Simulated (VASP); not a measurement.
Mg2C3: single point with PBE+D3(BJ)

The system is Mg2C3.

```
CELL_PARAMETERS angstrom
2.38729 -2.31868 0.00164
2.38729 2.31868 0.00164
-1.20937 0.00000 4.82184
ATOMIC_POSITIONS crystal
Mg 0.80933 0.80933 0.19950
Mg 0.19067 0.19067 0.80050
C 0.30054 0.30054 0.26196
C 0.69946 0.69946 0.73804
C 0.50000 0.50000 0.50000
```

```
Program             : VASP 6.6.1
Task                : single point
Functional          : PBE
Dispersion          : D3(BJ)
Potentials or basis : VASP PAW PBE potentials, release 64 (Mg, C)
Cutoff              : 520 eV
k mesh              : 8 × 8 × 6
Occupations         : gaussian, width 0.02 eV
Spin                : no spin polarisation
```

```yaml
Pressure: -0.2 GPa
Largest_force: 0.053 eV/Å
Band_gap_on_the_k_mesh: 1.70 eV (least direct gap 2.41 eV)
Dispersion_energy_per_atom: -0.246 eV
```

Forces on the atoms (eV/Å):
```
Mg  -0.006  0.000 -0.005
Mg   0.006  0.000  0.005
C   -0.027  0.000 -0.046
C    0.027  0.000  0.046
C    0.000  0.000  0.000
```

Stress tensor (GPa, compression positive):
```
-0.28  0.00  0.27
 0.00 -0.35  0.00
 0.27  0.00  0.06
```

Levels at points of the mesh, in eV from the valence-band top:
```tsv
k point	band 5	band 6	band 7	band 8	band 9	band 10	band 11	band 12
(0.00, 0.00, 0.00)	-3.38	-2.99	-1.49	-0.72	3.52	3.56	4.12	7.66
(0.50, 0.00, 0.00)	-4.81	-3.21	-3.21	-0.16	2.99	4.63	6.40	6.77
(0.50, 0.50, 0.00)	-5.47	-3.79	-2.44	-1.23	1.70	2.08	3.14	5.60
(0.00, 0.00, 0.50)	-3.83	-3.56	-0.96	0.00	3.15	3.45	4.21	5.86
(0.50, 0.00, 0.50)	-4.11	-3.17	-1.34	-0.25	2.17	3.87	5.91	6.73
(0.50, 0.50, 0.50)	-5.21	-3.98	-3.01	-2.09	2.07	3.55	5.51	6.66
```

Run time: 2.1 min on 1 thread of Intel(R) Xeon(R) Platinum 8259CL CPU @ 2.50GHz (Skylake/Cascade Lake), on a shared host, peak memory 0.25 GiB.

A k mesh can miss the band edges. A hybrid or GW would open this gap; PBE tends to underestimate it.
